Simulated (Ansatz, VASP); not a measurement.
## One calculation of CsPbBr3, two programs

```xyz
5
Lattice="5.6352 0.0000 0.0000 0.0000 5.6352 0.0000 0.0000 0.0000 5.8700" Properties=species:S:1:pos:R:3 pbc="T T T"
Pb    2.8176    2.8176    2.9350
Cs    0.0000    0.0000    0.0000
Br    2.8176    2.8176    0.0000
Br    2.8176    0.0000    2.9350
Br    0.0000    2.8176    2.9350
```

Alike in both runs: task relaxation of the atoms; functional PBEsol; k mesh 4 × 4 × 4; occupations fermi-dirac, width 0.05 eV; no spin polarisation.

|  | VASP | Ansatz |
| --- | --- | --- |
| version | VASP 6.6.1 | Ansatz 0.2.0 |
| potentials or method | VASP PAW PBE potentials, release 64 (Pb_d, Cs_sv, Br) | Ansatz PAW |
| plane-wave cutoff (eV) | 450 | 420 |
| valence electrons in the cell | 44 | 44 |

|  | VASP | Ansatz | Ansatz less VASP |
| --- | --- | --- | --- |
| gap on the k mesh at the Fermi level, each at its own relaxed structure (eV) | 0.80 | 0.80 | 0.000 |

VASP's potentials were made for PBE, not for PBEsol.

Spin-orbit coupling is off throughout. Noted on VASP's run: the relaxation stopped at its first step, so nothing moved. Noted on Ansatz's run: the relaxation stopped at its first step, so nothing moved.
